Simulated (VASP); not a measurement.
Wanted: the native input for a VASP 6.6.1 run.

| Item | Value |
| --- | --- |
| Task | single point |
| Functional | PBE |
| Potentials or basis | VASP PAW PBE potentials, release 64 (Al, Ni) |
| Cutoff | 520 eV |
| k mesh | 7 × 7 × 7 |
| Occupations | fermi-dirac, width 0.1 eV |
| Spin | collinear spin, ferromagnetic start |
| Starting moments | [0.0, 1.0] μB |
| Dipole correction | no |
| Further INCAR settings | ALGO = Normal; EDIFF = 1e-06; NBANDS = 18 |

The structure of AlNi lies in POSCAR:

```
AlNi
1.0
    2.8464400000     -0.0132800000     -0.0236700000
   -0.0132800000      2.8658200000     -0.0001300000
   -0.0236700000     -0.0001300000      2.9247500000
Al Ni
1 1
Direct
    0.9994100000      0.0032500000      0.0032900000
    0.5084815564      0.4881160519      0.5062054964
```

These files were run (other wordings do the same):

INCAR

```
SYSTEM = AlNi
  PREC = Accurate
  ENCUT = 520
  EDIFF = 1E-6
  ISMEAR = -1
  SIGMA = 0.1
  LREAL = .False.
  LASPH = .True.
  NELM = 150
  ALGO = Normal
  ISIF = 2
  LWAVE = .False.
  LCHARG = .False.
  ISPIN = 2
  MAGMOM = 0 1
  LORBIT = 11
  LMAXMIX = 4
  GGA = PE
  NBANDS = 18
```

KPOINTS

```
Automatic mesh
0
Gamma
  7 7 7
  0 0 0
```

Potentials or basis: VASP PAW PBE potentials, release 64 (Al, Ni).

Launch:

```bash
$ cat potpaw_PBE.64/Al/POTCAR potpaw_PBE.64/Ni/POTCAR > POTCAR
$ mpirun -np 1 vasp_std > vasp.out
```

Results of the run:

```yaml
Pressure: 2.7 GPa
Largest_force: 0.302 eV/Å
Net_moment: 0.00 μB per cell
Valence_electrons_inside_the_program's_atomic_spheres: Al 0.80; Ni 9.47
```

Run time: 45 s on 1 thread of Intel(R) Xeon(R) 6975P-C (Granite Rapids), with other jobs on the host, peak memory 0.23 GiB.
